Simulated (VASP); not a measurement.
# Mg2ZnO3 (P-3m1) in VASP: settings compared, part 2 of 2

VASP 6.6.1. The steps go on from the part before.

### 4 Relaxation of cell and atoms, PBEsol

This run uses another cell than the first one, of 9.80 Å³/atom.

Input file INCAR:

```
SYSTEM = Mg2ZnO3
PREC     = Accurate       ! precision mode
ENCUT    = 600            ! plane-wave cutoff, eV
EDIFF    = 1E-6           ! SCF threshold, eV
ISMEAR   = -1             ! smearing method
SIGMA    = 0.02           ! smearing width, eV
LREAL    = .FALSE.        ! projectors in reciprocal space
LASPH    = .TRUE.         ! aspherical terms in the spheres
NELM     = 80             ! most SCF steps
ALGO     = Normal         ! electronic algorithm
ISIF     = 3              ! what is computed and relaxed
LWAVE    = .FALSE.        ! write WAVECAR
LCHARG   = .FALSE.        ! write CHGCAR
GGA      = PS             ! functional
IBRION   = 2              ! ionic algorithm
NSW      = 80             ! ionic steps
EDIFFG   = -0.005         ! ionic threshold
```

Input file KPOINTS:

```
regular mesh
0
G
  12 12 4
  0 0 0
```

Input file POSCAR:

```
Mg2ZnO3
1.0
    3.0301639606      0.0000000000      0.0000000000
   -1.5150819803      2.6241989675      0.0000000000
    0.0000000000      0.0000000000      7.3954568162
Mg Zn O
2 1 3
Direct
    0.3333333333      0.6666666667      0.6658136832
    0.6666666667      0.3333333333      0.3341863168
    0.0000000000      0.0000000000      0.0000000000
    0.3333333333      0.6666666667      0.1724731893
    0.6666666667      0.3333333333      0.8275268107
    0.0000000000      0.0000000000      0.5000000000
```

Potentials or basis: VASP PAW PBE potentials, release 64 (Mg, Zn, O).

Launch:

```console
> cat potpaw_PBE.64/Mg/POTCAR potpaw_PBE.64/Zn/POTCAR potpaw_PBE.64/O/POTCAR > POTCAR
> mpirun -np 1 vasp_std > vasp.out
```

OUTCAR:

```text
SYSTEM = Mg2ZnO3
   PREC = Accurate
   ENCUT = 600
   EDIFF = 1E-6
   ISMEAR = -1
   LREAL = .FALSE.
   LASPH = .TRUE.
   NELM = 80
   ISIF = 3
   GGA = PS
   IBRION = 2
   NSW = 80
   EDIFFG = -0.005

 ion  position               nearest neighbor table
   1  0.333  0.667  0.666-   5 2.12   5 2.12   5 2.12   6 2.14   6 2.14   6 2.14   2 3.01   2 3.01
                             2 3.01   3 3.03   3 3.03   3 3.03
   2  0.667  0.333  0.334-   4 2.12   4 2.12   4 2.12   6 2.14   6 2.14   6 2.14   1 3.01   1 3.01
                             1 3.01   3 3.03   3 3.03   3 3.03
   3  0.000  0.000  0.000-   4 2.17   5 2.17   4 2.17   5 2.17   5 2.17   4 2.17   1 3.03   2 3.03
                             1 3.03   2 3.03   1 3.03   2 3.03
   4  0.333  0.667  0.172-   2 2.12   2 2.12   2 2.12   3 2.17   3 2.17   3 2.17
   5  0.667  0.333  0.828-   1 2.12   1 2.12   1 2.12   3 2.17   3 2.17   3 2.17
   6  0.000  0.000  0.500-   1 2.14   2 2.14   1 2.14   2 2.14   2 2.14   1 2.14

  LATTYP: Found a hexagonal cell.
 ALAT       =     3.0301639606
 C/A-ratio  =     2.4406127564

  Lattice vectors:

 A1 = (   3.0301639606,   0.0000000000,   0.0000000000)
 A2 = (  -1.5150819803,   2.6241989675,   0.0000000000)
 A3 = (   0.0000000000,   0.0000000000,   7.3954568162)

Analysis of symmetry for initial positions (statically):
=====================================================================
 Subroutine PRICEL returns:
 Original cell was already a primitive cell.

 Routine SETGRP: Setting up the symmetry group for a
 hexagonal supercell.

 Subroutine GETGRP returns: Found 12 space group operations
 (whereof 12 operations were pure point group operations)
 out of a pool of 24 trial point group operations.

The static configuration has the point symmetry D_3d.

Analysis of symmetry for dynamics (positions and initial velocities):
=====================================================================
 Subroutine PRICEL returns:
 Original cell was already a primitive cell.

[... 137 lines left out ...]
  Fermi-wavevector in a.u.,A,eV,Ry     =   1.363825  2.577255 25.307073  1.860017
  Thomas-Fermi vector in A             =   2.490194
   LORBIT       =      0    0 simple, 1 ext, 2 COOP (PROOUT), +10 PAW based schemes
   GGA     = PS    functional components
   LHFCALC =     F    Hartree Fock is set to
   AEXX    =    0.0000 exact exchange contribution
   IVDW    =     0    specifies the selected vdW correction
   LEPSILON=     F    determine dielectric tensor
   LRPA    =     F    only Hartree local field effects (RPA)
 conjugate gradient relaxation of ions
 non-spin polarized calculation
  energy-cutoff  :      600.00
  volume of cell :       58.81
 maximum number of plane-waves:      1988
   NGX = 13   NGY = 13   NGZ = 29

--------------------------------------- Ionic step        1  -------------------------------------------

 number of electron      34.0000024 magnetization

 Free energy of the ion-electron system (eV)
  ---------------------------------------------------
  ext. energy  EPLUGINS =         0.00000000
  ---------------------------------------------------
  free energy    TOTEN  =       -34.49912599 eV

  energy without entropy =      -34.49912599  energy(sigma->0) =      -34.49912599

------------------------ aborting loop because EDIFF is reached ----------------------------------------

  FORCE on cell =-STRESS in cart. coord.  units (eV):
  Direction    XX          YY          ZZ          XY          YZ          ZX
  --------------------------------------------------------------------------------------
  -------------------------------------------------------------------------------------
  Total       -2.0488130     -2.0488130     -2.0820091      0.0000000      0.0000000     -0.0000000
  in kB      -55.8193790    -55.8193790    -56.7237983      0.0000000      0.0000000     -0.0000000
  external PRESSURE =     -56.1208521 kB  Pullay stress =       0.0000000 kB
[... 307 lines left out ...]
--------------------------------------- Ionic step        9  -------------------------------------------

 number of electron      33.9999997 magnetization

 Free energy of the ion-electron system (eV)
  ---------------------------------------------------
  ext. energy  EPLUGINS =         0.00000000
  ---------------------------------------------------
  free energy    TOTEN  =       -34.53657987 eV

  energy without entropy =      -34.53657987  energy(sigma->0) =      -34.53657987

 E-fermi :   3.4062     XC(G=0): -11.7502

 val. band max:        3.0112882199   @ k =   0.0000   0.0000   0.5000
 cond. band min:       6.0633916721   @ k =   0.0000   0.0000   0.0000
 fundamental gap:      3.0521034522
 Fermi energy:         3.4061707081

 k-point     1 :       0.0000    0.0000    0.0000
  band No.  band energies     occupation
      1     -14.7805      2.00000
      2     -13.8819      2.00000
      3     -13.6511      2.00000
      4      -2.6977      2.00000
      5      -1.7571      2.00000
      6      -1.7571      2.00000
[... 565 lines left out ...]
     20      10.9376      0.00000
     21      14.2319      0.00000

 [... further k-points ...]
[... 5 lines left out ...]
  --------------------------------------------------------------------------------------
  -------------------------------------------------------------------------------------
  Total        0.0010218      0.0010218      0.0026324     -0.0000000     -0.0000000      0.0000000
  in kB        0.0288439      0.0288439      0.0743131     -0.0000000     -0.0000000      0.0000000
  external PRESSURE =       0.0440003 kB  Pullay stress =       0.0000000 kB
[... 21 lines left out ...]
  FREE ENERGIE OF THE ION-ELECTRON SYSTEM (eV)
  ---------------------------------------------------
  free  energy   TOTEN  =       -34.5365798683 eV

  energy  without entropy=      -34.5365798683  energy(sigma->0) =      -34.53657987

 reached required accuracy - stopping structural energy minimisation
```

OSZICAR:

```text
N       E                     dE             d eps       ncg     rms          rms(c)
DAV:   1     0.306510300493E+03    0.30651E+03   -0.18721E+04  2898   0.209E+03
DAV:   2    -0.616731914555E+01   -0.31268E+03   -0.29636E+03  3359   0.448E+02
DAV:   3    -0.381487557340E+02   -0.31981E+02   -0.31774E+02  3368   0.147E+02
[... 63 lines left out ...]
       N       E                     dE             d eps       ncg     rms          rms(c)
DAV:   1    -0.345365780057E+02   -0.34281E-05   -0.23687E-03  2898   0.401E-01    0.160E-02
DAV:   2    -0.345365811803E+02   -0.31746E-05   -0.59212E-05  3568   0.645E-02    0.100E-02
DAV:   3    -0.345365800943E+02    0.10860E-05   -0.64994E-07  2334   0.149E-02    0.460E-03
DAV:   4    -0.345365798683E+02    0.22601E-06   -0.10734E-06  2044   0.112E-02
   9 F= -.34536580E+02 E0= -.34536580E+02  d E =-.539331E-05
```

It took 3.1 min on 1 thread of AMD EPYC 9R45 (Zen 5), shared host; peak memory 0.24 GiB.

What came out:

- Free energy: -34.5366 eV
- Relaxed volume: 9.46 Å³/atom
- Relaxed cell: a = 2.995 Å, b = 2.995 Å, c = 7.305 Å, α = 90.00°, β = 90.00°, γ = 120.00°
- Space group after relaxing (to 0.1 Å): P-3m1 (No. 164)
- Energy gained by relaxing: 6.2 meV/atom
- Ionic steps: 9
- Pressure after relaxing: 0.0 GPa
- Band gap on the k mesh: 3.05 eV (least direct gap 3.14 eV)

Forces on the atoms (eV/Å):
```
Mg   0.000  0.000  0.000
Mg   0.000  0.000  0.000
Zn   0.000  0.000  0.000
O    0.000  0.000 -0.002
O    0.000  0.000  0.002
O    0.000  0.000  0.000
```

Step by step:
```tsv
step	energy change (eV)	largest force (eV/Å)	pressure (GPa)	volume (Å³)
1	0.0000	0.0838	-5.61	58.81
2	-0.0310	0.0281	2.51	55.93
3	-0.0374	0.0152	0.00	56.75
4	-0.0374	0.0153	0.09	56.71
5	-0.0374	0.0081	0.02	56.75
6	-0.0374	0.0085	-0.03	56.76
7	-0.0374	0.0096	0.00	56.76
8	-0.0374	0.0081	-0.03	56.76
9	-0.0375	0.0020	0.00	56.76
```

Final structure:
```xyz
6
Lattice="2.9953 0.0000 0.0000 -1.4976 2.5940 0.0000 0.0000 0.0000 7.3046" Properties=species:S:1:pos:R:3 pbc="T T T"
Mg    0.0000    1.7293    4.8651
Mg    1.4976    0.8647    2.4395
Zn   -1.4976    2.5940    0.0000
O     0.0000    1.7293    1.2562
O     1.4976    0.8647    6.0484
O    -1.4976    2.5940    3.6523
```

Levels at points of the mesh, in eV from the valence-band top:
| k point | band 15 | band 16 | band 17 | band 18 | band 19 | band 20 |
| --- | --- | --- | --- | --- | --- | --- |
| (0.00, 0.00, 0.00) | -0.51 | -0.09 | -0.09 | 3.05 | 6.37 | 6.73 |
| (0.50, 0.00, 0.00) | -1.28 | -0.73 | -0.36 | 6.64 | 7.48 | 8.62 |
| (0.00, 0.00, 0.50) | -0.79 | 0.00 | 0.00 | 4.16 | 5.36 | 6.87 |
| (0.50, 0.00, 0.50) | -1.45 | -0.29 | -0.25 | 6.70 | 6.88 | 9.02 |

Caveat: the PAW data sets were made with another functional, which shifts forces and pressure a little.

### 5 The runs side by side

| task | level | cell | cutoff (eV) | gap on the mesh (eV) | pressure (GPa) | largest force (eV/Å) |
| --- | --- | --- | --- | --- | --- | --- |
| single point | PBEsol | a = 2.997, b = 2.997, c = 7.307 Å, angles 90.0, 90.0, 120.0°, 6 atoms | 520 | 3.04 | 0.1 | 0.07 |
| single point | r2SCAN | a = 2.991, b = 2.991, c = 7.306 Å, angles 90.0, 90.0, 120.0°, 6 atoms | 520 | 3.87 | -0.3 | 0.10 |
| relaxation of cell and atoms | PBEsol | relaxed from a = 3.030, b = 3.030, c = 7.395 Å, angles 90.0, 90.0, 120.0°, 6 atoms | 600 | 3.05 | 0.0 | - |

Alike in all rows: potentials or basis VASP PAW PBE potentials, release 64 (Mg, Zn, O); no spin polarisation; k mesh 12 × 12 × 4; smearing fermi-dirac 0.02 eV.

Caveats: the PAW data sets were made with another functional, which shifts forces and pressure a little.

Absolute energies hang on the potentials; compare differences alone.
